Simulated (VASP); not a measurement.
# Mg8HO8 (a cell with a defect) in VASP: single point with PBE

Aim: the single point of Mg8HO8 (a cell with a defect) with PBE.

All numbers are computed with VASP 6.6.1; they aren't measurements. Logs are shortened: lines on timing, memory, paths and dates and some standing lists are left out, and cuts for length are marked.

**1. The cell of the first run**

The cell holds a defect, 17 atoms: a = 5.947 Å, b = 5.947 Å, c = 5.947 Å, α = 60.00°, β = 60.00°, γ = 60.00°.

**2. Single point, PBE, collinear spin**

INCAR reads:

```
PREC = Accurate ; ENCUT = 520
EDIFF = 1E-6 ; ISMEAR = 0
SIGMA = 0.05 ; LREAL = Auto
LASPH = True ; NELM = 150
ALGO = Normal ; ISIF = 2
LWAVE = False ; LCHARG = True
ISPIN = 2 ; MAGMOM = 0 0 0 0 0 0 0 0 0 0 0.09 0 0.09 0 0.09 0.09 0.32
LORBIT = 11 ; GGA = PE
LELF = True ; LVHAR = True
NBANDS = 50
```

KPOINTS reads:

```
Automatic mesh
0
Gamma
  2 2 2
```

POSCAR reads:

```
Mg8HO8
1.0
    0.0000000000      4.2052000000      4.2052000000
    4.2052000000      0.0000000000      4.2052000000
    4.2052000000      4.2052000000      0.0000000000
Mg O H
8 8 1
Direct
   -0.0078086655     -0.0075045182      0.0083872349
   -0.0061808000     -0.0058935366      0.5091768525
    0.0074025017      0.4910429944      0.0012553505
    0.0248229573      0.4804961714      0.5031597784
    0.4912472653      0.0073347284      0.0012234852
    0.4795597118      0.0257938980      0.5032563255
    0.5071454390      0.5074146295     -0.0094145344
    0.5088378674      0.5091175212      0.4958460953
    0.2495639922      0.2497482878      0.2511715257
    0.2494699420      0.2498031009      0.7565552173
    0.2437284790      0.7471290307      0.2560149339
    0.2489605726      0.7538190811      0.7501902407
    0.7467390374      0.2437681918      0.2561856749
    0.7533274279      0.2492187054      0.7502909493
    0.7517165652      0.7513422667      0.2090522448
    0.7510253971      0.7509471607      0.7781625131
    0.7042342814      0.7056282698      0.5277751355
```

Potentials or basis: VASP PAW PBE potentials, release 64 (Mg, O, H).

Run with:

```
$ cat potpaw_PBE.64/Mg/POTCAR potpaw_PBE.64/O/POTCAR potpaw_PBE.64/H/POTCAR > POTCAR
$ mpirun -np 1 vasp_std > vasp.out
```

OUTCAR:

```text
PREC = Accurate
   ENCUT = 520
   EDIFF = 1E-6
   ISMEAR = 0
   LREAL = Auto
   LASPH = True
   NELM = 150
   ISIF = 2
   ISPIN = 2
   LORBIT = 11
   GGA = PE

 ion  position               nearest neighbor table
   1  0.992  0.992  0.008-  15 2.04  12 2.09  14 2.09  13 2.10  11 2.10  10 2.16   6 2.96   5 2.96
                             4 2.96   3 2.96   2 2.96   7 2.98   7 2.98   2 2.99   3 2.99   5 2.99
   2  0.994  0.994  0.509-  16 2.05  12 2.09  14 2.09  13 2.10  11 2.10   9 2.15   5 2.96   1 2.96
                             3 2.96   6 2.97   4 2.97   8 2.98   8 2.98   4 2.98   6 2.99   1 2.99
   3  0.007  0.491  0.001-  15 1.98  16 2.02  10 2.04   9 2.07  12 2.12  13 2.14   5 2.88   4 2.94
                             8 2.95   1 2.96   7 2.96   2 2.96   2 2.99   1 2.99   7 2.99   8 3.00
   4  0.025  0.480  0.503-  17 1.68  10 2.01   9 2.03  11 2.05  14 2.12  16 2.29  15 2.39   6 2.70
                             3 2.94   8 2.95   1 2.96   7 2.96   2 2.97   2 2.98   7 2.99   1 3.00
   5  0.491  0.007  0.001-  15 1.98  16 2.02  10 2.05   9 2.07  14 2.12  11 2.14   3 2.88   6 2.94
                             8 2.95   1 2.96   2 2.96   7 2.96   2 2.99   7 2.99   1 2.99   8 3.00
   6  0.480  0.026  0.503-  17 1.67  10 2.01   9 2.03  13 2.05  12 2.12  16 2.30  15 2.39   4 2.70
                             5 2.94   8 2.94   1 2.96   7 2.96   2 2.97   2 2.99   7 2.99   1 3.00
   7  0.507  0.507  0.991-  16 2.06  14 2.10  12 2.10  11 2.13  13 2.13   9 2.17   8 2.93   5 2.96
                             3 2.96   6 2.96   4 2.96   1 2.98   1 2.98   3 2.99   5 2.99   4 2.99
   8  0.509  0.509  0.496-  15 2.06  14 2.10  12 2.10  11 2.13  13 2.13  17 2.13  10 2.18   7 2.93
                             6 2.94   4 2.95   5 2.95   3 2.95   2 2.98   2 2.98   3 3.00   5 3.00
   9  0.250  0.250  0.251-   6 2.03   4 2.03   3 2.07   5 2.07   2 2.15   7 2.17
  10  0.249  0.250  0.757-   6 2.01   4 2.01   3 2.04   5 2.05   1 2.16   8 2.18
  11  0.244  0.747  0.256-   4 2.05   1 2.10   2 2.10   8 2.13   7 2.13   5 2.14
  12  0.249  0.754  0.750-   2 2.09   1 2.09   7 2.10   8 2.10   6 2.12   3 2.12
  13  0.747  0.244  0.256-   6 2.05   1 2.10   2 2.10   8 2.13   7 2.13   3 2.14
  14  0.753  0.249  0.750-   2 2.09   1 2.09   7 2.10   8 2.10   4 2.12   5 2.12
  15  0.752  0.751  0.209-   3 1.98   5 1.98   1 2.04   8 2.06   4 2.39   6 2.39
  16  0.751  0.751  0.778-   5 2.02   3 2.02   2 2.05   7 2.06   4 2.29   6 2.30
  17  0.704  0.706  0.528-   6 1.67   4 1.68   8 2.13

  LATTYP: Found a face centered cubic cell.
 ALAT       =     8.4104000000

  Lattice vectors:

 A1 = (   0.0000000000,   4.2052000000,   4.2052000000)
 A2 = (   4.2052000000,   0.0000000000,   4.2052000000)
 A3 = (   4.2052000000,   4.2052000000,   0.0000000000)

Analysis of symmetry for initial positions (statically):
=====================================================================
 Subroutine PRICEL returns:
 Original cell was already a primitive cell.

 Routine SETGRP: Setting up the symmetry group for a
 face centered cubic supercell.

 Subroutine GETGRP returns: Found  1 space group operations
 (whereof  1 operations were pure point group operations)
 out of a pool of 48 trial point group operations.

The static configuration has the point symmetry C_1 .

Analysis of symmetry for dynamics (positions and initial velocities):
=====================================================================
 Subroutine PRICEL returns:
 Original cell was already a primitive cell.

 Routine SETGRP: Setting up the symmetry group for a
 face centered cubic supercell.

 Subroutine GETGRP returns: Found  1 space group operations
 (whereof  1 operations were pure point group operations)
 out of a pool of 48 trial point group operations.

The dynamic configuration has the point symmetry C_1 .

Analysis of structural, dynamic, and magnetic symmetry:
=====================================================================
 Subroutine PRICEL returns:
 Original cell was already a primitive cell.

 Routine SETGRP: Setting up the symmetry group for a
 face centered cubic supercell.

 Subroutine GETGRP returns: Found  1 space group operations
 (whereof  1 operations were pure point group operations)
 out of a pool of 48 trial point group operations.

The overall configuration has the point symmetry C_1 .

 Subroutine INISYM returns: Found  1 space group operations
 (whereof  1 operations are pure point group operations),
 and found     1 'primitive' translations

----------------------------------------------------------------------------------------

                                     Primitive cell

[... 98 lines left out ...]
   LNONCOLLINEAR =      F non collinear calculations
   LSORBIT =      F    spin-orbit coupling
   LASPH  =      T    aspherical Exc in radial PAW
   ENCUT  =  520.0 eV  38.22 Ry    6.18 a.u.  11.06 11.06 11.06*2*pi/ulx,y,z
   NELM   =    150;   NELMIN=  2; NELMDL= -5     # of ELM steps
   EDIFF  = 0.1E-05   stopping-criterion for ELM
   LREAL  =      T    real-space projection
   EDIFFG = 0.1E-04   stopping-criterion for IOM
   NSW    =      0    number of steps for IOM
   IBRION =     -1    ionic relax: 0-MD 1-quasi-New 2-CG
   NFREE  =      0    steps in history (QN), initial steepest desc. (CG)
   ISIF   =      2    stress and relaxation
   ISYM   =      2    0-nonsym 1-usesym 2-fastsym
   POTIM  = 0.5000    time-step for ionic-motion
   TEBEG  =    0.0;   TEEND  =   0.0 temperature during run
   PSTRESS=    0.0 pullay stress
   NELECT =      65.0000    total number of electrons
   NUPDOWN=      -1.0000    fix difference up-down
   EMIN   =  10.00;   EMAX   =-10.00  energy-range for DOS
   EFERMI =   0.00;   METHOD = LEGACY
   ISMEAR =     0;   SIGMA  =   0.05  broadening in eV -4-tet -1-fermi 0-gaus
   EFERMI_NEDOS =   21; number of points for ismear=-14 and -15
   IALGO  =     38    algorithm
   IMIX   =      4    mixing-type and parameters
     AMIX     =   0.40;   BMIX     =  1.00
     AMIX_MAG =   1.60;   BMIX_MAG =  1.00
  volume/ion in A,a.u.               =       8.75        59.04
  Fermi-wavevector in a.u.,A,eV,Ry     =   1.242365  2.347730 21.000204  1.543471
  Thomas-Fermi vector in A             =   2.376723
   LORBIT       =     11    0 simple, 1 ext, 2 COOP (PROOUT), +10 PAW based schemes
   GGA     = PE    functional components
   LHFCALC =     F    Hartree Fock is set to
   AEXX    =    0.0000 exact exchange contribution
   IVDW    =     0    specifies the selected vdW correction
   LEPSILON=     F    determine dielectric tensor
   LRPA    =     F    only Hartree local field effects (RPA)
 spin polarized calculation
 Gauss-broadening in eV      SIGMA  =   0.05
  energy-cutoff  :      520.00
  volume of cell :      148.73
 maximum number of plane-waves:      4015
 NGX is ok and might be reduce to    48
   NGX = 23   NGY = 23   NGZ = 23

 number of electron      65.0000005 magnetization      -0.0000317

 number of electron      65.0000005 magnetization       0.0000109

 Free energy of the ion-electron system (eV)
  ---------------------------------------------------
  ext. energy  EPLUGINS =         0.00000000
  ---------------------------------------------------
  free energy    TOTEN  =       -94.13190322 eV

  energy without entropy =      -94.13190322  energy(sigma->0) =      -94.13190322

 E-fermi :   6.8245     XC(G=0): -11.1900

 val. band max:        6.5521042623   @ k =   0.5000   0.5000   0.0000
 cond. band min:       7.2393433707   @ k =   0.5000   0.5000   0.5000
 fundamental gap:      0.6872391084
 Fermi energy:         6.8244819707

 spin component 1

 k-point     1 :       0.0000    0.0000    0.0000
  band No.  band energies     occupation
      1     -14.1198      1.00000
      2     -13.0196      1.00000
      3     -12.8925      1.00000
      4     -12.6436      1.00000
      5     -12.6321      1.00000
      6     -12.5336      1.00000
[... 365 lines left out ...]
     43      14.7269      0.00000
     44      14.8123      0.00000
 Fermi energy:         6.8244819707

 spin component 2

 k-point     1 :       0.0000    0.0000    0.0000
  band No.  band energies     occupation
      1     -14.1198      1.00000
      2     -13.0196      1.00000
      3     -12.8925      1.00000
      4     -12.6436      1.00000
      5     -12.6321      1.00000
      6     -12.5336      1.00000
[... 365 lines left out ...]
     43      14.7269      0.00000
     44      14.8124      0.00000
 [bands above 44 left out]

------------------------ aborting loop because EDIFF is reached ----------------------------------------

  FORCE on cell =-STRESS in cart. coord.  units (eV):
  Direction    XX          YY          ZZ          XY          YZ          ZX
  --------------------------------------------------------------------------------------
  -------------------------------------------------------------------------------------
  Total       13.9642758     13.9181908      8.1897975     -0.7416430     -0.0348130     -0.0402963
  in kB      150.4315874    149.9351317     88.2254297     -7.9894247     -0.3750264     -0.4340955
  external PRESSURE =     129.5307163 kB  Pullay stress =       0.0000000 kB

 VOLUME and BASIS-vectors are now :
 -----------------------------------------------------------------------------
  energy-cutoff  :      520.00
  volume of cell :      148.73
      direct lattice vectors                 reciprocal lattice vectors
     0.000000000  4.205200000  4.205200000    -0.118900409  0.118900409  0.118900409
     4.205200000  0.000000000  4.205200000     0.118900409 -0.118900409  0.118900409
     4.205200000  4.205200000  0.000000000     0.118900409  0.118900409 -0.118900409

 POSITION                                       TOTAL-FORCE (eV/Angst)
 -----------------------------------------------------------------------------------
      4.20891      4.20763      8.34600        -0.016029     -0.013153      0.068046
      6.32161      6.32040      8.35962         0.001814      0.005040      0.054152
      2.07021      0.03641      2.09606         0.026382     -0.030564      0.027473
      4.13647      2.22027      2.12497         0.024050     -0.040537      0.034224
      0.03599      2.07094      2.09664        -0.024794      0.022142      0.021798
      2.22476      4.13294      2.12511        -0.043044      0.025838      0.033822
[... 9 lines left out ...]
      6.43021      6.43054      6.31610        -0.030548     -0.031978      0.031601
      5.18671      5.18085      5.92875         0.021944      0.049450     -0.394996
 -----------------------------------------------------------------------------------
    total drift:                                0.002546      0.004980     -0.000331

  FREE ENERGIE OF THE ION-ELECTRON SYSTEM (eV)
  ---------------------------------------------------
  free  energy   TOTEN  =       -94.1319032158 eV

  energy  without entropy=      -94.1319032158  energy(sigma->0) =      -94.13190322

 total charge

# of ion       s       p       d       tot
------------------------------------------
    1        0.150   0.183   0.082   0.415
    2        0.150   0.183   0.082   0.415
    3        0.159   0.198   0.092   0.449
    4        0.165   0.200   0.090   0.454
    5        0.158   0.198   0.092   0.448
    6        0.165   0.200   0.090   0.455
[... 9 lines left out ...]
   16        1.569   3.514   0.000   5.083
   17        0.571   0.018   0.000   0.589
--------------------------------------------------
tot         14.214  29.987   0.685  44.886

 magnetization (x)

# of ion       s       p       d       tot
------------------------------------------
    1        0.000   0.000   0.000   0.000
    2       -0.000   0.000   0.000   0.000
    3        0.000   0.000   0.000   0.000
    4        0.000   0.000   0.000   0.000
    5        0.000   0.000   0.000   0.000
    6        0.000   0.000   0.000   0.000
[... 9 lines left out ...]
   16       -0.000  -0.000   0.000  -0.000
   17       -0.000   0.000   0.000  -0.000
--------------------------------------------------
tot          0.000  -0.000   0.000  -0.000
```

Run time: 5.2 min. Hardware: 1 thread of Intel Xeon Platinum 8259CL at 2.50GHz (Skylake/Cascade Lake), shared host; peak memory 0.43 GiB.

What came out:

| Quantity | Value |
| --- | --- |
| Free energy | -94.1319 eV |
| Pressure | 13.0 GPa |
| Largest force | 0.399 eV/Å |
| Net moment | 0.00 μB per cell |
| Valence electrons inside the program's atomic spheres | Mg 0.41, 0.45, 0.46, 0.40 (each value once); O 5.12, 5.13, 5.11, 5.09, 5.08 (each value once); H 0.59 |

Forces in eV/Å, atoms in the order of the input:
```
Mg  -0.016 -0.013  0.068
Mg   0.002  0.005  0.054
Mg   0.026 -0.031  0.027
Mg   0.024 -0.041  0.034
Mg  -0.025  0.022  0.022
Mg  -0.043  0.026  0.034
Mg  -0.016 -0.020  0.005
Mg   0.012  0.008 -0.022
O   -0.004 -0.011  0.023
O   -0.027 -0.031  0.027
O    0.010 -0.013  0.030
O    0.001  0.003 -0.019
O   -0.013  0.008  0.041
O    0.001  0.003 -0.009
O    0.077  0.067  0.047
O   -0.031 -0.032  0.032
H    0.022  0.049 -0.395
```

Levels at points of the mesh, in eV from the Fermi level:
Spin up:
```tsv
k point	band 29	band 30	band 31	band 32	band 33	band 34	band 35	band 36
(0.00, 0.00, 0.00)	-4.11	-3.58	-3.58	-3.53	-1.23	1.81	4.27	4.33
(0.50, 0.00, 0.00)	-3.98	-3.96	-3.87	-3.77	-0.60	3.44	4.41	5.69
(0.00, 0.50, 0.00)	-3.99	-3.96	-3.87	-3.76	-0.61	3.44	4.42	5.69
(0.00, 0.00, 0.50)	-3.99	-3.93	-3.87	-3.87	0.48	3.55	4.00	5.90
(0.50, 0.50, 0.50)	-3.99	-3.93	-3.89	-3.87	0.41	3.54	4.07	5.86
(0.50, 0.50, 0.00)	-4.20	-4.10	-4.09	-4.07	-0.27	4.41	4.98	5.67
(0.00, 0.50, 0.50)	-4.27	-4.21	-4.16	-4.13	0.53	4.44	4.90	5.60
(0.50, 0.00, 0.50)	-4.27	-4.21	-4.16	-4.13	0.53	4.44	4.90	5.60
```
Spin down:
| k point | band 29 | band 30 | band 31 | band 32 | band 33 | band 34 | band 35 | band 36 |
| --- | --- | --- | --- | --- | --- | --- | --- | --- |
| (0.00, 0.00, 0.00) | -4.11 | -3.58 | -3.58 | -3.53 | -1.23 | 1.81 | 4.27 | 4.33 |
| (0.50, 0.00, 0.00) | -3.98 | -3.96 | -3.87 | -3.77 | -0.60 | 3.44 | 4.41 | 5.69 |
| (0.00, 0.50, 0.00) | -3.99 | -3.96 | -3.87 | -3.76 | -0.61 | 3.44 | 4.42 | 5.69 |
| (0.00, 0.00, 0.50) | -3.99 | -3.93 | -3.87 | -3.87 | 0.48 | 3.55 | 4.00 | 5.90 |
| (0.50, 0.50, 0.50) | -3.99 | -3.93 | -3.89 | -3.87 | 0.41 | 3.54 | 4.07 | 5.86 |
| (0.50, 0.50, 0.00) | -4.20 | -4.10 | -4.09 | -4.07 | -0.27 | 4.41 | 4.98 | 5.67 |
| (0.00, 0.50, 0.50) | -4.27 | -4.21 | -4.16 | -4.13 | 0.53 | 4.44 | 4.90 | 5.60 |
| (0.50, 0.00, 0.50) | -4.27 | -4.21 | -4.16 | -4.13 | 0.53 | 4.44 | 4.90 | 5.60 |

Caveat: the k points lie up to 0.65 Å⁻¹ apart.
